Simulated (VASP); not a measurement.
# BAs (F-43m) in VASP: a series of runs

The runs below take BAs through single point, with LDA.

Everything below comes from runs of VASP 6.6.1. Logs are shortened: lines on timing, memory, paths and dates and some standing lists are left out, and cuts for length are marked.

## 1. The cell of the first run

Symmetry: F-43m, No. 216, cubic system. Conventional cell: a = 4.793 Å, b = 4.793 Å, c = 4.793 Å, α = 90.00°, β = 90.00°, γ = 90.00°. B (site symmetry -43m) has 4 As at 2.08 Å within 2.7 Å. Within 2.7 Å of As (site symmetry -43m) lie 4 B at 2.08 Å.

## 2. Single point, LDA (13.76 Å³/atom)

Contents of INCAR:

```
SYSTEM = BAs
PREC = Accurate ; ENCUT = 520
EDIFF = 1E-6 ; ISMEAR = -1
SIGMA = 0.03 ; LREAL = .FALSE.
LASPH = .TRUE. ; NELM = 60
ALGO = Normal ; ISIF = 2
LWAVE = .FALSE. ; LCHARG = .TRUE.
GGA = CA ; LELF = .TRUE.
LVHAR = .TRUE. ; NBANDS = 11
```

Contents of KPOINTS:

```
regular mesh
0
G
  15 15 15
  0 0 0
```

Contents of POSCAR:

```
BAs
1.0
    0.0000000000      2.3964352742      2.3964352742
    2.3964352742      0.0000000000      2.3964352742
    2.3964352742      2.3964352742      0.0000000000
B As
1 1
Direct
    0.0000000000      0.0000000000      0.0000000000
    0.7500000000      0.7500000000      0.7500000000
```

Potentials or basis: VASP PAW LDA potentials, release 64 (B, As).

Command:

```
$ cat potpaw_LDA.64/B/POTCAR potpaw_LDA.64/As/POTCAR > POTCAR
$ mpirun -np 1 vasp_std > vasp.out
```

OUTCAR:

```text
SYSTEM = BAs
   PREC = Accurate
   ENCUT = 520
   EDIFF = 1E-6
   ISMEAR = -1
   LREAL = .FALSE.
   LASPH = .TRUE.
   NELM = 60
   ISIF = 2
   GGA = CA

 ion  position               nearest neighbor table
   1  0.000  0.000  0.000-   2 2.08   2 2.08   2 2.08   2 2.08
   2  0.750  0.750  0.750-   1 2.08   1 2.08   1 2.08   1 2.08

  LATTYP: Found a face centered cubic cell.
 ALAT       =     4.7928705484

  Lattice vectors:

 A1 = (   0.0000000000,   2.3964352742,   2.3964352742)
 A2 = (   2.3964352742,   0.0000000000,   2.3964352742)
 A3 = (   2.3964352742,   2.3964352742,   0.0000000000)

Analysis of symmetry for initial positions (statically):
=====================================================================
 Subroutine PRICEL returns:
 Original cell was already a primitive cell.

 Routine SETGRP: Setting up the symmetry group for a
 face centered cubic supercell.

 Subroutine GETGRP returns: Found 24 space group operations
 (whereof 24 operations were pure point group operations)
 out of a pool of 48 trial point group operations.

The static configuration has the point symmetry T_d .

Analysis of symmetry for dynamics (positions and initial velocities):
=====================================================================
 Subroutine PRICEL returns:
 Original cell was already a primitive cell.

 Routine SETGRP: Setting up the symmetry group for a
 face centered cubic supercell.

 Subroutine GETGRP returns: Found 24 space group operations
 (whereof 24 operations were pure point group operations)
 out of a pool of 48 trial point group operations.

The dynamic configuration has the point symmetry T_d .

 Subroutine INISYM returns: Found 24 space group operations
 (whereof 24 operations are pure point group operations),
 and found     1 'primitive' translations

----------------------------------------------------------------------------------------

                                     Primitive cell

  volume of cell :      27.5250

  direct lattice vectors                    reciprocal lattice vectors
     0.000000000  2.396435274  2.396435274    -0.208643232  0.208643232  0.208643232
     2.396435274  0.000000000  2.396435274     0.208643232 -0.208643232  0.208643232
     2.396435274  2.396435274  0.000000000     0.208643232  0.208643232 -0.208643232

[... 87 lines left out ...]
   IBRION =     -1    ionic relax: 0-MD 1-quasi-New 2-CG
   NFREE  =      0    steps in history (QN), initial steepest desc. (CG)
   ISIF   =      2    stress and relaxation
   ISYM   =      2    0-nonsym 1-usesym 2-fastsym
   POTIM  = 0.5000    time-step for ionic-motion
   TEBEG  =    0.0;   TEEND  =   0.0 temperature during run
   PSTRESS=    0.0 pullay stress
   NELECT =       8.0000    total number of electrons
   NUPDOWN=      -1.0000    fix difference up-down
   EMIN   =  10.00;   EMAX   =-10.00  energy-range for DOS
   EFERMI =   0.00;   METHOD = LEGACY
   ISMEAR =    -1;   SIGMA  =   0.03  broadening in eV -4-tet -1-fermi 0-gaus
   EFERMI_NEDOS =   21; number of points for ismear=-14 and -15
   IALGO  =     38    algorithm
   IMIX   =      4    mixing-type and parameters
     AMIX     =   0.40;   BMIX     =  1.00
     AMIX_MAG =   1.60;   BMIX_MAG =  1.00
  volume/ion in A,a.u.               =      13.76        92.87
  Fermi-wavevector in a.u.,A,eV,Ry     =   1.084416  2.049249 15.999872  1.175957
  Thomas-Fermi vector in A             =   2.220505
   LORBIT       =      0    0 simple, 1 ext, 2 COOP (PROOUT), +10 PAW based schemes
   GGA     = CA    functional components
   LHFCALC =     F    Hartree Fock is set to
   AEXX    =    0.0000 exact exchange contribution
   IVDW    =     0    specifies the selected vdW correction
   LEPSILON=     F    determine dielectric tensor
   LRPA    =     F    only Hartree local field effects (RPA)
 non-spin polarized calculation
  energy-cutoff  :      520.00
  volume of cell :       27.52
 maximum number of plane-waves:       754
 NGX is ok and might be reduce to    28
   NGX = 13   NGY = 13   NGZ = 13

 number of electron       8.0000000 magnetization

 Free energy of the ion-electron system (eV)
  ---------------------------------------------------
  ext. energy  EPLUGINS =         0.00000000
  ---------------------------------------------------
  free energy    TOTEN  =       -12.91497091 eV

  energy without entropy =      -12.91497091  energy(sigma->0) =      -12.91497091

 E-fermi :   6.5891     XC(G=0): -10.7427

 val. band max:        6.0448904247   @ k =   0.0000   0.0000   0.0000
 cond. band min:       7.1757827620   @ k =   0.4000   0.4000   0.0000
 fundamental gap:      1.1308923373
 Fermi energy:         6.5891019989

 k-point     1 :       0.0000    0.0000    0.0000
  band No.  band energies     occupation
      1      -9.2419      2.00000
      2       6.0449      2.00000
      3       6.0449      2.00000
      4       6.0449      2.00000
      5       9.2815      0.00000
      6       9.2815      0.00000
      7       9.2815      0.00000
      8      10.6109      0.00000
      9      15.3519      0.00000
     10      19.0365      0.00000
     11      19.0365      0.00000
[... 309 lines left out ...]
 k-point    24 :       0.2000    0.1333    0.0000
  band No.  band energies     occupation
      1      -8.5977      2.00000
      2       3.2499      2.00000
      3       4.3711      2.00000
      4       4.5834      2.00000
      5       8.5005      0.00000
      6      11.0639      0.00000
      7      11.5549      0.00000
      8      12.0681      0.00000
      9      15.7913      0.00000
     10      17.6053      0.00000
     11      19.2469      0.00000

 [... further k-points ...]

------------------------ aborting loop because EDIFF is reached ----------------------------------------

  FORCE on cell =-STRESS in cart. coord.  units (eV):
  Direction    XX          YY          ZZ          XY          YZ          ZX
  --------------------------------------------------------------------------------------
  -------------------------------------------------------------------------------------
  Total       -0.7555181     -0.7555181     -0.7555181     -0.0000000     -0.0000000      0.0000000
  in kB      -43.9772785    -43.9772785    -43.9772785     -0.0000000     -0.0000000      0.0000000
  external PRESSURE =     -43.9772785 kB  Pullay stress =       0.0000000 kB

 VOLUME and BASIS-vectors are now :
 -----------------------------------------------------------------------------
  energy-cutoff  :      520.00
  volume of cell :       27.52
      direct lattice vectors                 reciprocal lattice vectors
     0.000000000  2.396435274  2.396435274    -0.208643232  0.208643232  0.208643232
     2.396435274  0.000000000  2.396435274     0.208643232 -0.208643232  0.208643232
     2.396435274  2.396435274  0.000000000     0.208643232  0.208643232 -0.208643232

 POSITION                                       TOTAL-FORCE (eV/Angst)
 -----------------------------------------------------------------------------------
      0.00000      0.00000      0.00000        -0.000000     -0.000000     -0.000000
      3.59465      3.59465      3.59465         0.000000      0.000000      0.000000
 -----------------------------------------------------------------------------------
    total drift:                                0.000000      0.000000      0.000000

  FREE ENERGIE OF THE ION-ELECTRON SYSTEM (eV)
  ---------------------------------------------------
  free  energy   TOTEN  =       -12.9149709097 eV

  energy  without entropy=      -12.9149709097  energy(sigma->0) =      -12.91497091
```

OSZICAR:

```text
N       E                     dE             d eps       ncg     rms          rms(c)
DAV:   1     0.116906939840E+02    0.11691E+02   -0.37810E+03  2648   0.641E+02
DAV:   2    -0.128719358251E+02   -0.24563E+02   -0.23711E+02  3544   0.106E+02
DAV:   3    -0.136146593966E+02   -0.74272E+00   -0.74097E+00  3275   0.173E+01
DAV:   4    -0.136167653466E+02   -0.21059E-02   -0.21059E-02  2920   0.105E+00
DAV:   5    -0.136167689142E+02   -0.35676E-05   -0.35676E-05  3145   0.464E-02    0.494E+00
DAV:   6    -0.130046294374E+02    0.61214E+00   -0.16529E+00  2826   0.512E+00    0.233E+00
DAV:   7    -0.129279212623E+02    0.76708E-01   -0.18399E-01  3130   0.215E+00    0.885E-01
DAV:   8    -0.129149397645E+02    0.12981E-01   -0.22862E-02  3024   0.793E-01    0.966E-02
DAV:   9    -0.129149632264E+02   -0.23462E-04   -0.77004E-04  2958   0.168E-01    0.556E-02
DAV:  10    -0.129149695721E+02   -0.63457E-05   -0.76741E-05  2820   0.497E-02    0.124E-02
DAV:  11    -0.129149710478E+02   -0.14757E-05   -0.17614E-06  3178   0.841E-03    0.115E-02
DAV:  12    -0.129149709097E+02    0.13809E-06   -0.80281E-07  1422   0.375E-03
   1 F= -.12914971E+02 E0= -.12914971E+02  d E =-.227926E-10
```

stdout:

```text
POSCAR found type information on POSCAR B As
 POSCAR found :  2 types and       2 ions
 scaLAPACK will be used
 LDA part: xc-table for (Slater(with rela. corr.)+CA(PZ))
 , standard interpolation
 POSCAR, INCAR and KPOINTS ok, starting setup
 FFT: planning ... GRIDC
 FFT: planning ... GRID_SOFT
 FFT: planning ... GRID
 WAVECAR not read
 entering main loop
```

Run time: 57 s. Hardware: 1 thread of Intel Xeon 8259CL, shared host; peak memory 0.17 GiB.

What came out:

| Quantity | Value |
| --- | --- |
| Free energy | -12.9150 eV |
| Pressure | -4.4 GPa |
| Band gap on the k mesh | 1.13 eV (least direct gap 3.24 eV) |

Caveat: the cell stands under tension; an odd mesh through Γ misses points on the zone boundary, where band edges can lie.

## 3. Single point, LDA (13.90 Å³/atom)

This run uses another cell than the first one, of 13.90 Å³/atom.

Contents of INCAR:

```
SYSTEM = BAs
  ALGO = Normal
  EDIFF = 1E-7
  ENCUT = 520
  GGA = CA
  ISIF = 2
  ISMEAR = -1
  LASPH = .True.
  LCHARG = .True.
  LELF = .True.
  LREAL = .False.
  LVHAR = .True.
  LWAVE = .False.
  NBANDS = 11
  NELM = 100
  PREC = Accurate
  SIGMA = 0.03
```

Contents of KPOINTS:

```
k-points
0
Gamma
  15 15 15
  0 0 0
```

Contents of POSCAR:

```
BAs
1.0
    0.0000000000      2.4043183418      2.4043183418
    2.4043183418      0.0000000000      2.4043183418
    2.4043183418      2.4043183418      0.0000000000
B As
1 1
Direct
    0.0000000000      0.0000000000      0.0000000000
    0.7500000000      0.7500000000      0.7500000000
```

Potentials or basis: VASP PAW LDA potentials, release 64 (B, As).

Command:

```
$ cat potpaw_LDA.64/B/POTCAR potpaw_LDA.64/As/POTCAR > POTCAR
$ mpirun -np 1 vasp_std > vasp.out
```

Wall time 53 s (1 thread of Intel Xeon 8259CL, shared host); peak memory 0.17 GiB.

Results (log left out):

```yaml
Free_energy: -12.9065 eV
Pressure: -5.6 GPa
Band_gap_on_the_k_mesh: 1.14 eV (least direct gap 3.22 eV)
```

Levels at points of the mesh, in eV from the valence-band top:
```csv
k point,band 1,band 2,band 3,band 4,band 5,band 6,band 7,band 8
"(0.00, 0.00, 0.00)",-15.20,0.00,0.00,0.00,3.22,3.22,3.22,4.44
```

Caveat: the cell stands under tension; an odd mesh through Γ misses points on the zone boundary, where band edges can lie.
